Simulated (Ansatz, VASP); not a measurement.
## Two plane-wave programs on InSb

```
CELL_PARAMETERS angstrom
0.00000 3.06996 3.53646
2.61913 0.00000 3.53646
2.61913 3.06996 0.00000
ATOMIC_POSITIONS crystal
In 0.00000 0.00000 0.00000
Sb 0.50000 0.50000 0.50000
```

Change from the starting cell: strain +e along x and -e along y -0.0733, strain +e along z and -e/2 along x and y +0.1500.

Alike in both runs: task single point; functional PBE; k mesh 12 × 12 × 12; occupations gaussian, width 0.15 eV; no spin polarisation.

|  | VASP | Ansatz |
| --- | --- | --- |
| version | VASP 6.6.1 | Ansatz 0.2.0 |
| potentials or method | VASP PAW PBE potentials, release 64 (In_d, Sb), cutoff 520 eV | scalar-relativistic, plane waves, PAW |
| valence electrons in the cell | 18 | 28 |

```tsv
	VASP	Ansatz	Ansatz less VASP
gap on the k mesh at the Fermi level (eV)	none	none	-
pressure (GPa)	9.2	9.3	+0.07
traceless stress, the component that is largest in VASP (GPa)	20.94	21.03	+0.095
```

A gap of «none» marks a metal or a gap that the smearing closes. VASP's potentials hold 18 valence electrons a cell and Ansatz's 28, so a difference there can come from the potentials and not from the codes.

Neither program's run includes spin-orbit coupling.
